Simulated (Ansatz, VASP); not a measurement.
## SnO in VASP and in Ansatz

The input INCAR:

```
SYSTEM = SnO
ALGO = Normal
EDIFF = 1E-6
ENCUT = 520
GGA = PE
ISIF = 2
ISMEAR = 0
IVDW = 12
LASPH = .True.
LCHARG = .False.
LREAL = .False.
LWAVE = .False.
NBANDS = 28
NELM = 80
PREC = Accurate
SIGMA = 0.15
```

File KPOINTS:

```
k-points
0
Gamma
  14 14 12
  0 0 0
```

Contents of POSCAR:

```
SnO
1.0
    3.7171076306      0.0000000000      0.0000000000
    0.0000000000      3.7171076306      0.0000000000
    0.0000000000      0.0000000000      5.0745361119
Sn O
2 2
Direct
    0.0000000000      0.5000000000      0.2432421493
    0.5000000000      0.0000000000      0.7567578507
    0.0000000000      0.0000000000      0.0000000000
    0.5000000000      0.5000000000      0.0000000000
```

Input for Ansatz:

```yaml
crystal:
  lattice:
    - [3.7171076306, 0.0, 0.0]
    - [0.0, 3.7171076306, 0.0]
    - [0.0, 0.0, 5.0745361119]
  atoms:
    - { symbol: Sn, position: [0.0, 0.5, 0.2432421493] }
    - { symbol: Sn, position: [0.5, 0.0, 0.7567578507] }
    - { symbol: O, position: [0.0, 0.0, 0.0] }
    - { symbol: O, position: [0.5, 0.5, 0.0] }
basis:
  ecutwfc: 420
kpoints:
  mp_grid: { grid: [14, 14, 12] }
hamiltonian:
  xc: pbe
  dispersion: d3bj
scf:
  occupations: { method: gaussian, width: 0.15 }
output:
  forces: true
  stress: true
  eigenvalues: true
  write_density: true
  write_potential: true
  elf: true
  volumetric_format: npy
```

Alike in both runs: task single point; functional PBE; dispersion D3(BJ); k mesh 14 × 14 × 12; occupations gaussian, width 0.15 eV; no spin polarisation.

```csv
,VASP,Ansatz
version,VASP 6.6.1,Ansatz 0.2.0
potentials or method,"VASP PAW PBE potentials, release 64 (Sn_d, O), cutoff 520 eV","scalar-relativistic, plane waves, PAW"
valence electrons in the cell,40,40
```

VASP gave:

| Item | Value |
| --- | --- |
| gap on the k mesh at the Fermi level (eV) | none |
| pressure (GPa) | 1.3 |
| traceless stress, the component that is largest in VASP (GPa) | -5.32 |
| rms of the force components (eV/Å) | 0.192 |

Problem. Which values does Ansatz return?

Solution. gap on the k mesh at the Fermi level (eV): none; pressure (GPa): 1.1; traceless stress, the component that is largest in VASP (GPa): -5.38; rms of the force components (eV/Å): 0.224.

Atom by atom the forces differ by 0.033 eV/Å (rms over components). A gap of «none» marks a metal or a gap that the smearing closes.
